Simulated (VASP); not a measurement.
# GaSb (F-43m) in VASP: a series of runs

The runs below take GaSb through single point, with r2SCAN, r2SCAN+D4.

All numbers are computed with VASP 6.6.1; they aren't measurements. Logs are shortened: lines on timing, memory, paths and dates and some standing lists are left out, and cuts for length are marked.

## (1) The cell of the first run

Symmetry: F-43m, No. 216, cubic system. The conventional cell has a = 6.132 Å, b = 6.132 Å, c = 6.132 Å, α = 90.00°, β = 90.00°, γ = 90.00°. Within 3.5 Å of Ga (site symmetry -43m) lie 4 Sb at 2.66 Å. Sb (site symmetry -43m) has 4 Ga at 2.66 Å within 3.5 Å.

## (2) Single point, r2SCAN

Input file POSCAR:

```
GaSb
1.0
    0.0000000000      3.0658787986      3.0658787986
    3.0658787986      0.0000000000      3.0658787986
    3.0658787986      3.0658787986      0.0000000000
Ga Sb
1 1
Direct
    0.0000000000      0.0000000000      0.0000000000
    0.2500000000      0.2500000000      0.2500000000
```

Input file INCAR.step1:

```
SYSTEM = GaSb
PREC = Accurate
ENCUT = 520
ISMEAR = -1
SIGMA = 0.02
LREAL = .FALSE.
LASPH = .TRUE.
NELM = 80
NBANDS = 16
GGA = PE
ALGO = Normal
EDIFF = 1E-4
LWAVE = .TRUE.
LCHARG = .FALSE.
```

Input file INCAR.step2:

```
SYSTEM = GaSb
PREC = Accurate
ENCUT = 520
EDIFF = 1E-6
ISMEAR = -1
SIGMA = 0.02
LREAL = .FALSE.
LASPH = .TRUE.
NELM = 80
ALGO = Normal
ISIF = 2
LWAVE = .FALSE.
LCHARG = .FALSE.
METAGGA = R2SCAN
LMIXTAU = .TRUE.
NBANDS = 16
ISTART = 1
```

Input file KPOINTS:

```
Automatic mesh
0
G
  3 3 3
  0 0 0
```

Potentials or basis: VASP PAW PBE potentials, release 64 (Ga_d, Sb).

The run is started by

```bash
$ cat potpaw_PBE.64/Ga_d/POTCAR potpaw_PBE.64/Sb/POTCAR > POTCAR
$ cp INCAR.step1 INCAR
$ mpirun -np 1 vasp_std > vasp.out
$ cp INCAR.step2 INCAR
$ mpirun -np 1 vasp_std > vasp.out
```

OUTCAR:

```text
SYSTEM = GaSb
   PREC = Accurate
   ENCUT = 520
   EDIFF = 1E-6
   ISMEAR = -1
   LREAL = .FALSE.
   LASPH = .TRUE.
   NELM = 80
   ISIF = 2
   METAGGA = R2SCAN
   ISTART = 1

 ion  position               nearest neighbor table
   1  0.000  0.000  0.000-   2 2.66   2 2.66   2 2.66   2 2.66
   2  0.250  0.250  0.250-   1 2.66   1 2.66   1 2.66   1 2.66

  LATTYP: Found a face centered cubic cell.
 ALAT       =     6.1317575972

  Lattice vectors:

 A1 = (   0.0000000000,   3.0658787986,   3.0658787986)
 A2 = (   3.0658787986,   0.0000000000,   3.0658787986)
 A3 = (   3.0658787986,   3.0658787986,   0.0000000000)

Analysis of symmetry for initial positions (statically):
=====================================================================
 Subroutine PRICEL returns:
 Original cell was already a primitive cell.

 Routine SETGRP: Setting up the symmetry group for a
 face centered cubic supercell.

 Subroutine GETGRP returns: Found 24 space group operations
 (whereof 24 operations were pure point group operations)
 out of a pool of 48 trial point group operations.

The static configuration has the point symmetry T_d .

Analysis of symmetry for dynamics (positions and initial velocities):
=====================================================================
 Subroutine PRICEL returns:
 Original cell was already a primitive cell.

 Routine SETGRP: Setting up the symmetry group for a
 face centered cubic supercell.

 Subroutine GETGRP returns: Found 24 space group operations
 (whereof 24 operations were pure point group operations)
 out of a pool of 48 trial point group operations.

The dynamic configuration has the point symmetry T_d .

 Subroutine INISYM returns: Found 24 space group operations
 (whereof 24 operations are pure point group operations),
 and found     1 'primitive' translations

----------------------------------------------------------------------------------------

                                     Primitive cell

  volume of cell :      57.6361

  direct lattice vectors                    reciprocal lattice vectors
     0.000000000  3.065878799  3.065878799    -0.163085377  0.163085377  0.163085377
     3.065878799  0.000000000  3.065878799     0.163085377 -0.163085377  0.163085377
     3.065878799  3.065878799  0.000000000     0.163085377  0.163085377 -0.163085377

  length of vectors
     4.335807378  4.335807378  4.335807378     0.282472159  0.282472159  0.282472159

  position of ions in fractional coordinates (direct lattice)
     0.000000000  0.000000000  0.000000000
     0.250000000  0.250000000  0.250000000

  ion indices of the primitive-cell ions
   primitive index   ion index
                 1           1
                 2           2

----------------------------------------------------------------------------------------

 KPOINTS: Automatic mesh

Automatic generation of k-mesh.
 Grid dimensions read from file:
 generate k-points for:    3    3    3

 Generating k-lattice:

  Cartesian coordinates                     Fractional coordinates (reciprocal lattice)
    -0.054361792  0.054361792  0.054361792     0.333333333  0.000000000  0.000000000
     0.054361792 -0.054361792  0.054361792     0.000000000  0.333333333  0.000000000
     0.054361792  0.054361792 -0.054361792     0.000000000  0.000000000  0.333333333

  Length of vectors
     0.094157386  0.094157386  0.094157386

  Shift w.r.t. Gamma in fractional coordinates (k-lattice)
     0.000000000  0.000000000  0.000000000

 Subroutine IBZKPT returns following result:
 ===========================================

 Found      4 irreducible k-points:

 Following reciprocal coordinates:
            Coordinates               Weight
  0.000000  0.000000  0.000000      1.000000
  0.333333  0.000000  0.000000      8.000000
  0.333333  0.333333  0.000000      6.000000
 -0.333333  0.333333  0.000000     12.000000
   k-points           NKPTS =      4   k-points in BZ     NKDIM =      4   number of bands    NBANDS=     16
   number of dos      NEDOS =    301   number of ions     NIONS =      2
   total plane-waves  NPLWV =  32768
   dimension x,y,z NGX =    32 NGY =   32 NGZ =   32
   dimension x,y,z NGXF=    64 NGYF=   64 NGZF=   64
   ions per type =               1   1
   NGX,Y,Z   is equivalent  to a cutoff of  12.27, 12.27, 12.27 a.u.
   NGXF,Y,Z  is equivalent  to a cutoff of  24.54, 24.54, 24.54 a.u.
 SYSTEM =  GaSb
   PREC   = accura    normal or accurate (medium, high low for compatibility)
   ISTART =      1    job   : 0-new  1-cont  2-samecut
   ICHARG =      0    charge: 1-file 2-atom 10-const
   ISPIN  =      1    spin polarized calculation?
   LNONCOLLINEAR =      F non collinear calculations
   LSORBIT =      F    spin-orbit coupling
   LASPH  =      T    aspherical Exc in radial PAW
   ENCUT  =  520.0 eV  38.22 Ry    6.18 a.u.   8.06  8.06  8.06*2*pi/ulx,y,z
   NELM   =     80;   NELMIN=  2; NELMDL=  0     # of ELM steps
   EDIFF  = 0.1E-05   stopping-criterion for ELM
   LREAL  =      F    real-space projection
   EDIFFG = 0.1E-04   stopping-criterion for IOM
   NSW    =      0    number of steps for IOM
   IBRION =     -1    ionic relax: 0-MD 1-quasi-New 2-CG
   NFREE  =      0    steps in history (QN), initial steepest desc. (CG)
   ISIF   =      2    stress and relaxation
   ISYM   =      2    0-nonsym 1-usesym 2-fastsym
   POTIM  = 0.5000    time-step for ionic-motion
   TEBEG  =    0.0;   TEEND  =   0.0 temperature during run
   PSTRESS=    0.0 pullay stress
   NELECT =      18.0000    total number of electrons
   NUPDOWN=      -1.0000    fix difference up-down
   EMIN   =  10.00;   EMAX   =-10.00  energy-range for DOS
   EFERMI =   0.00;   METHOD = LEGACY
   ISMEAR =    -1;   SIGMA  =   0.02  broadening in eV -4-tet -1-fermi 0-gaus
   EFERMI_NEDOS =   21; number of points for ismear=-14 and -15
   IALGO  =     38    algorithm
   IMIX   =      4    mixing-type and parameters
     AMIX     =   0.40;   BMIX     =  1.00
     AMIX_MAG =   1.60;   BMIX_MAG =  1.00
  volume/ion in A,a.u.               =      28.82       194.47
  Fermi-wavevector in a.u.,A,eV,Ry     =   1.110710  2.098938 16.785191  1.233677
  Thomas-Fermi vector in A             =   2.247265
   LORBIT       =      0    0 simple, 1 ext, 2 COOP (PROOUT), +10 PAW based schemes
   METAGGA = R2SCAN    functional components
   LHFCALC =     F    Hartree Fock is set to
   AEXX    =    0.0000 exact exchange contribution
   IVDW    =     0    specifies the selected vdW correction
   LEPSILON=     F    determine dielectric tensor
   LRPA    =     F    only Hartree local field effects (RPA)
 non-spin polarized calculation
  energy-cutoff  :      520.00
  volume of cell :       57.64
 maximum number of plane-waves:      1552
   NGX = 17   NGY = 17   NGZ = 17

 number of electron      17.9999989 magnetization

 Free energy of the ion-electron system (eV)
  ---------------------------------------------------
  ext. energy  EPLUGINS =         0.00000000
  ---------------------------------------------------
  free energy    TOTEN  =       -37.02715732 eV

  energy without entropy =      -37.02715450  energy(sigma->0) =      -37.02715591

 E-fermi :   4.9080     XC(G=0):  -9.6389

 val. band max:        4.6991269852   @ k =   0.0000   0.0000   0.0000
 cond. band min:       5.0949485657   @ k =   0.0000   0.0000   0.0000
 fundamental gap:      0.3958215806
 Fermi energy:         4.9080181714

 k-point     1 :       0.0000    0.0000    0.0000
  band No.  band energies     occupation
      1     -10.8810      2.00000
      2     -10.8810      2.00000
      3     -10.8810      2.00000
      4     -10.8266      2.00000
      5     -10.8266      2.00000
      6      -7.1747      2.00000
[... 8 lines left out ...]
     15      13.6644      0.00000
     16      13.6644      0.00000

 k-point     2 :       0.3333    0.0000    0.0000
  band No.  band energies     occupation
      1     -10.9019      2.00000
      2     -10.8721      2.00000
      3     -10.8721      2.00000
      4     -10.8268      2.00000
      5     -10.8268      2.00000
      6      -6.0884      2.00000
[... 8 lines left out ...]
     15      13.2262      0.00000
     16      13.2263      0.00000

 k-point     3 :       0.3333    0.3333    0.0000
  band No.  band energies     occupation
      1     -10.9162      2.00000
      2     -10.8618      2.00000
      3     -10.8618      2.00000
      4     -10.8353      2.00000
      5     -10.8232      2.00000
      6      -5.6640      2.00000
[... 8 lines left out ...]
     15      15.1701      0.00000
     16      15.8677      0.00000

 k-point     4 :      -0.3333    0.3333    0.0000
  band No.  band energies     occupation
      1     -10.9170      2.00000
      2     -10.8632      2.00000
      3     -10.8612      2.00000
      4     -10.8314      2.00000
      5     -10.8262      2.00000
      6      -4.8434      2.00000
[... 8 lines left out ...]
     15      13.2068      0.00000
     16      17.2826      0.00000

------------------------ aborting loop because EDIFF is reached ----------------------------------------

  FORCE on cell =-STRESS in cart. coord.  units (eV):
  Direction    XX          YY          ZZ          XY          YZ          ZX
  --------------------------------------------------------------------------------------
  -------------------------------------------------------------------------------------
  Total        0.3782819      0.3782819      0.3782819      0.0000000      0.0000000      0.0000000
  in kB       10.5155322     10.5155322     10.5155322      0.0000000      0.0000000      0.0000000
  external PRESSURE =      10.5155322 kB  Pullay stress =       0.0000000 kB

 VOLUME and BASIS-vectors are now :
 -----------------------------------------------------------------------------
  energy-cutoff  :      520.00
  volume of cell :       57.64
      direct lattice vectors                 reciprocal lattice vectors
     0.000000000  3.065878799  3.065878799    -0.163085377  0.163085377  0.163085377
     3.065878799  0.000000000  3.065878799     0.163085377 -0.163085377  0.163085377
     3.065878799  3.065878799  0.000000000     0.163085377  0.163085377 -0.163085377

 POSITION                                       TOTAL-FORCE (eV/Angst)
 -----------------------------------------------------------------------------------
      0.00000      0.00000      0.00000        -0.000000      0.000000     -0.000000
      1.53294      1.53294      1.53294         0.000000     -0.000000      0.000000
 -----------------------------------------------------------------------------------
    total drift:                               -0.000003     -0.000003     -0.000003

  FREE ENERGIE OF THE ION-ELECTRON SYSTEM (eV)
  ---------------------------------------------------
  free  energy   TOTEN  =       -37.0271573189 eV

  energy  without entropy=      -37.0271545017  energy(sigma->0) =      -37.02715591
```

It took 22 s on 1 thread of Intel Xeon Platinum 8375C at 2.90GHz (Ice Lake), shared host; peak memory 0.18 GiB.

What came out:

```
Free energy            : -37.0272 eV
Pressure               : 1.1 GPa
Band gap on the k mesh : 0.40 eV, direct
```

Levels at points of the mesh, in eV from the valence-band top:
| k point | band 6 | band 7 | band 8 | band 9 | band 10 | band 11 | band 12 | band 13 |
| --- | --- | --- | --- | --- | --- | --- | --- | --- |
| (0.00, 0.00, 0.00) | -11.87 | 0.00 | 0.00 | 0.00 | 0.40 | 2.95 | 2.95 | 2.95 |

Caveat: the k points lie up to 0.59 Å⁻¹ apart; the PAW data sets were made with another functional, which shifts forces and pressure a little; spin-orbit coupling is left out, which moves the levels of the heavy elements. A k mesh can miss the band edges.

[end of part 1 of 2]
